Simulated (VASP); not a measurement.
Write the native input for VASP 6.6.1 that does the following.

| Property | Result |
| --- | --- |
| Task | single point |
| Functional | PBEsol |
| Potentials or basis | VASP PAW PBE potentials, release 64 (Na_pv) |
| Cutoff | 520 eV |
| k mesh | 18 × 18 × 18 |
| Occupations | gaussian, width 0.1 eV |
| Spin | no spin polarisation |
| Dipole correction | no |
| Further INCAR settings | ALGO = Normal; EDIFF = 1e-06; NBANDS = 10 |

The structure of Na lies in POSCAR:

```
Na
1.0
   -2.0846031852      2.0846031852      2.0846031852
    2.0846031852     -2.0846031852      2.0846031852
    2.0846031852      2.0846031852     -2.0846031852
Na
1
Direct
    0.0000000000      0.0000000000      0.0000000000
```

The input as run:

INCAR

```
  ALGO = Normal
  EDIFF = 1E-6
  ENCUT = 520
  GGA = PS
  ISIF = 2
  ISMEAR = 0
  LASPH = T
  LCHARG = F
  LREAL = F
  LWAVE = F
  NBANDS = 10
  NELM = 80
  PREC = Accurate
  SIGMA = 0.1
```

KPOINTS

```
k-points
0
Gamma
  18 18 18
```

Potentials or basis: VASP PAW PBE potentials, release 64 (Na_pv).

The run is started by

```console
$ cat potpaw_PBE.64/Na_pv/POTCAR > POTCAR
$ mpirun -np 1 vasp_std > vasp.out
```

It gave:

```
Pressure               : 0.0 GPa
Band gap on the k mesh : zero (an odd number of electrons rules out a gap without spin polarisation)
```

Caveat: the PAW data sets were made with another functional, which shifts forces and pressure a little.

Wall time 32 s on 1 thread of Intel(R) Xeon(R) Platinum 8259CL CPU @ 2.50GHz (Skylake/Cascade Lake) (shared host), peak memory 0.19 GiB.
